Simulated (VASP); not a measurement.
# SiO2 in VASP: further runs, part 2 of 3

VASP 6.6.1.

## (3) Single point, PBE+D3(BJ) (8.70 Å³/atom)

This run uses another cell than the first one, of 8.70 Å³/atom.

INCAR reads:

```
ALGO     = Normal         # electronic algorithm
EDIFF    = 1E-6           # SCF threshold, eV
ENCUT    = 600            # plane-wave cutoff, eV
GGA      = PE             # functional
GGA_COMPAT= False        
ISIF     = 2              # what is computed and relaxed
ISMEAR   = 0              # smearing method
IVDW     = 12             # dispersion correction
LASPH    = True           # aspherical terms in the spheres
LCHARG   = False          # write CHGCAR
LREAL    = False          # projectors in reciprocal space
LWAVE    = False          # write WAVECAR
NBANDS   = 25             # bands
NELM     = 120            # most SCF steps
PREC     = Accurate       # precision mode
SIGMA    = 0.02           # smearing width, eV
```

KPOINTS reads:

```
k-points
0
Gamma
  10 10 4
```

POSCAR reads:

```
SiO2
1.0
    2.6654651963     -0.0005104366     -0.0447839778
   -1.3321124817      2.3089169314      0.0325059152
   -1.1904464009     -0.8065016893      8.5013861755
Si O
2 4
Direct
    0.8331313058      0.4165673650      0.2497139403
    0.1668686942      0.5834326350      0.7502860597
    0.4280879434      0.7140456496      0.1421501199
    0.2382501701      0.1191268162      0.3573905537
    0.5719120566      0.2859543504      0.8578498801
    0.7617498299      0.8808731838      0.6426094463
```

Potentials or basis: VASP PAW PBE potentials, release 64 (Si, O).

Started as:

```console
$ cat potpaw_PBE.64/Si/POTCAR potpaw_PBE.64/O/POTCAR > POTCAR
$ mpirun -np 1 vasp_std > vasp.out
```

OUTCAR:

```text
EDIFF = 1E-6
   ENCUT = 600
   GGA = PE
   ISIF = 2
   ISMEAR = 0
   IVDW = 12
   LASPH = True
   LREAL = False
   NELM = 120
   PREC = Accurate
 IVDW          = 12

 ion  position               nearest neighbor table
   1  0.833  0.417  0.250-   3 1.79   3 1.79   3 1.79   4 1.79   4 1.79   4 1.79
   2  0.167  0.583  0.750-   5 1.79   5 1.79   5 1.79   6 1.79   6 1.79   6 1.79
   3  0.428  0.714  0.142-   1 1.79   1 1.79   1 1.79
   4  0.238  0.119  0.357-   1 1.79   1 1.79   1 1.79
   5  0.572  0.286  0.858-   2 1.79   2 1.79   2 1.79
   6  0.762  0.881  0.643-   2 1.79   2 1.79   2 1.79

  LATTYP: Found a trigonal (rhomboedric) cell.
 ALAT       =     8.6221283226
 COS(alpha) =     0.9522019627

  Lattice vectors:

 A1 = (   0.1429063137,   1.5019048055,   8.4891081129)
 A2 = (  -1.1904464009,  -0.8065016893,   8.5013861755)
 A3 = (   1.4750187954,  -0.8070121259,   8.4566021977)

Analysis of symmetry for initial positions (statically):
=====================================================================
 Subroutine PRICEL returns:
 Original cell was already a primitive cell.

 Routine SETGRP: Setting up the symmetry group for a
 trigonal (rhombohedral) supercell.

 Subroutine GETGRP returns: Found  4 space group operations
 (whereof  4 operations were pure point group operations)
 out of a pool of 12 trial point group operations.

The static configuration has the point symmetry C_2h.

Analysis of symmetry for dynamics (positions and initial velocities):
=====================================================================
 Subroutine PRICEL returns:
 Original cell was already a primitive cell.

 Routine SETGRP: Setting up the symmetry group for a
 trigonal (rhombohedral) supercell.

 Subroutine GETGRP returns: Found  4 space group operations
 (whereof  4 operations were pure point group operations)
 out of a pool of 12 trial point group operations.

The dynamic configuration has the point symmetry C_2h.

 Subroutine INISYM returns: Found  4 space group operations
 (whereof  4 operations are pure point group operations),
 and found     1 'primitive' translations

----------------------------------------------------------------------------------------

                                     Primitive cell

  volume of cell :      52.2133

  direct lattice vectors                    reciprocal lattice vectors
     2.665465196 -0.000510437 -0.044783978     0.376440616  0.216153814  0.073218741
    -1.332112482  2.308916931  0.032505915     0.000774856  0.432970751  0.041183174
    -1.190446401 -0.806501689  8.501386176     0.001980068 -0.000516843  0.117856113

  length of vectors
     2.665841439  2.665835271  8.622132829     0.440216983  0.434925655  0.117873878

  position of ions in fractional coordinates (direct lattice)
     0.833131306  0.416567365  0.249713940
     0.166868694  0.583432635  0.750286060
     0.428087943  0.714045650  0.142150120
     0.238250170  0.119126816  0.357390554
     0.571912057  0.285954350  0.857849880
     0.761749830  0.880873184  0.642609446

  ion indices of the primitive-cell ions
[... 55 lines left out ...]

 Following reciprocal coordinates:
            Coordinates               Weight
  0.000000  0.000000  0.000000      1.000000
  0.100000  0.000000 -0.000000      2.000000
  0.200000  0.000000 -0.000000      2.000000
  0.300000  0.000000 -0.000000      2.000000
  0.400000  0.000000 -0.000000      2.000000
  0.500000  0.000000 -0.000000      1.000000
[... 16 lines left out ...]
 -0.000000  0.400000  0.000000      4.000000
  0.100000  0.400000  0.000000      4.000000
 [... further k-points ...]
   k-points           NKPTS =    117   k-points in BZ     NKDIM =    117   number of bands    NBANDS=     25
   number of dos      NEDOS =    301   number of ions     NIONS =      6
   total plane-waves  NPLWV =  40320
   dimension x,y,z NGX =    24 NGY =   24 NGZ =   70
   dimension x,y,z NGXF=    48 NGYF=   48 NGZF=  140
   ions per type =               2   4
   NGX,Y,Z   is equivalent  to a cutoff of  14.97, 14.97, 13.50 a.u.
   NGXF,Y,Z  is equivalent  to a cutoff of  29.93, 29.93, 26.99 a.u.
 SYSTEM =  unknown system
   PREC   = accura    normal or accurate (medium, high low for compatibility)
   ISTART =      0    job   : 0-new  1-cont  2-samecut
   ICHARG =      2    charge: 1-file 2-atom 10-const
   ISPIN  =      1    spin polarized calculation?
   LNONCOLLINEAR =      F non collinear calculations
   LSORBIT =      F    spin-orbit coupling
   LASPH  =      T    aspherical Exc in radial PAW
   ENCUT  =  600.0 eV  44.10 Ry    6.64 a.u.   5.32  5.32 17.22*2*pi/ulx,y,z
   NELM   =    120;   NELMIN=  2; NELMDL= -5     # of ELM steps
   EDIFF  = 0.1E-05   stopping-criterion for ELM
   LREAL  =      F    real-space projection
   EDIFFG = 0.1E-04   stopping-criterion for IOM
   NSW    =      0    number of steps for IOM
   IBRION =     -1    ionic relax: 0-MD 1-quasi-New 2-CG
   NFREE  =      0    steps in history (QN), initial steepest desc. (CG)
   ISIF   =      2    stress and relaxation
   ISYM   =      2    0-nonsym 1-usesym 2-fastsym
   POTIM  = 0.5000    time-step for ionic-motion
   TEBEG  =    0.0;   TEEND  =   0.0 temperature during run
   PSTRESS=    0.0 pullay stress
   NELECT =      32.0000    total number of electrons
   NUPDOWN=      -1.0000    fix difference up-down
   EMIN   =  10.00;   EMAX   =-10.00  energy-range for DOS
   EFERMI =   0.00;   METHOD = LEGACY
   ISMEAR =     0;   SIGMA  =   0.02  broadening in eV -4-tet -1-fermi 0-gaus
   EFERMI_NEDOS =   21; number of points for ismear=-14 and -15
   IALGO  =     38    algorithm
   IMIX   =      4    mixing-type and parameters
     AMIX     =   0.40;   BMIX     =  1.00
     AMIX_MAG =   1.60;   BMIX_MAG =  1.00
  volume/ion in A,a.u.               =       8.70        58.73
  Fermi-wavevector in a.u.,A,eV,Ry     =   1.390586  2.627826 26.309973  1.933728
  Thomas-Fermi vector in A             =   2.514507
   LORBIT       =      0    0 simple, 1 ext, 2 COOP (PROOUT), +10 PAW based schemes
   GGA     = PE    functional components
   LHFCALC =     F    Hartree Fock is set to
   AEXX    =    0.0000 exact exchange contribution
   IVDW    =    12    specifies the selected vdW correction
   LEPSILON=     F    determine dielectric tensor
   LRPA    =     F    only Hartree local field effects (RPA)
 non-spin polarized calculation
 Gauss-broadening in eV      SIGMA  =   0.02
  energy-cutoff  :      600.00
  volume of cell :       52.21
 maximum number of plane-waves:      1768
 NGX is ok and might be reduce to    24
   NGX = 11   NGY = 11   NGZ = 35

 number of electron      31.9999993 magnetization

 Free energy of the ion-electron system (eV)
  ---------------------------------------------------
  ext. energy  EPLUGINS =         0.00000000
  ---------------------------------------------------
  free energy    TOTEN  =       -45.24717209 eV

  energy without entropy =      -45.24717209  energy(sigma->0) =      -45.24717209

 E-fermi :   5.8148     XC(G=0): -11.4118

 val. band max:        5.6413297624   @ k =  -0.1000   0.2000  -0.0000
 cond. band min:      11.8937995899   @ k =   0.0000   0.0000   0.0000
 fundamental gap:      6.2524698275
 Fermi energy:         5.8147505851

 k-point     1 :       0.0000    0.0000    0.0000
  band No.  band energies     occupation
      1     -16.3610      2.00000
      2     -16.1951      2.00000
      3     -12.6078      2.00000
      4     -12.2145      2.00000
      5      -0.4034      2.00000
      6       1.3158      2.00000
[... 661 lines left out ...]
     24      20.5013      0.00000
     25      20.6230      0.00000

 [... further k-points ...]

------------------------ aborting loop because EDIFF is reached ----------------------------------------

 Edisp (eV)   -1.24877

 E8    (eV) :    -0.4212

  FORCE on cell =-STRESS in cart. coord.  units (eV):
  Direction    XX          YY          ZZ          XY          YZ          ZX
  --------------------------------------------------------------------------------------
  -------------------------------------------------------------------------------------
  Total       2.35224     2.35261     2.00154    -0.00021     0.00158    -0.00583
  in kB      72.17904    72.19034    61.41783    -0.00647     0.04847    -0.17903
  external pressure =       68.60 kB  Pullay stress =        0.00 kB

 VOLUME and BASIS-vectors are now :
 -----------------------------------------------------------------------------
  energy-cutoff  :      600.00
  volume of cell :       52.21
      direct lattice vectors                 reciprocal lattice vectors
     2.665465196 -0.000510437 -0.044783978     0.376440616  0.216153814  0.073218741
    -1.332112482  2.308916931  0.032505915     0.000774856  0.432970751  0.041183174
    -1.190446401 -0.806501689  8.501386176     0.001980068 -0.000516843  0.117856113

 POSITION                                       TOTAL-FORCE (eV/Angst)
 -----------------------------------------------------------------------------------
      1.36850      0.76000      2.09914         0.000016      0.000008      0.000066
     -1.22559      0.74191      6.38996        -0.000016     -0.000008     -0.000066
      0.02064      1.53381      1.21251        -0.000173      0.000053     -0.010894
      0.05090     -0.01330      3.03152         0.000212     -0.000032      0.010974
      0.12226     -0.03190      7.27660         0.000173     -0.000053      0.010894
      0.09200      1.51521      5.45759        -0.000212      0.000032     -0.010974
 -----------------------------------------------------------------------------------
    total drift:                                0.000000     -0.000000     -0.000000

  FREE ENERGIE OF THE ION-ELECTRON SYSTEM (eV)
  ---------------------------------------------------
  free  energy   TOTEN  =       -46.4959391031 eV

  energy  without entropy=      -46.4959391031  energy(sigma->0) =      -46.49593910
```

Wall time 5.7 min (1 thread of Oxide Virtual Turin-like, shared host); peak memory 0.25 GiB.

What came out:

```yaml
Free_energy: -46.4959 eV
Pressure: 6.9 GPa
Largest_force: 0.011 eV/Å
Band_gap_on_the_k_mesh: 6.25 eV (least direct gap 6.36 eV)
Dispersion_energy_per_atom: -0.208 eV
```

Forces on the atoms (eV/Å):
```
Si   0.000  0.000  0.000
Si   0.000  0.000  0.000
O    0.000  0.000 -0.011
O    0.000  0.000  0.011
O    0.000  0.000  0.011
O    0.000  0.000 -0.011
```

Stress tensor (GPa, compression positive):
```
 7.22  0.00 -0.02
 0.00  7.22  0.00
-0.02  0.00  6.14
```

Caveat: the cell stands under pressure. A k mesh can miss the band edges.

(Part 2 of 3 ends here.)
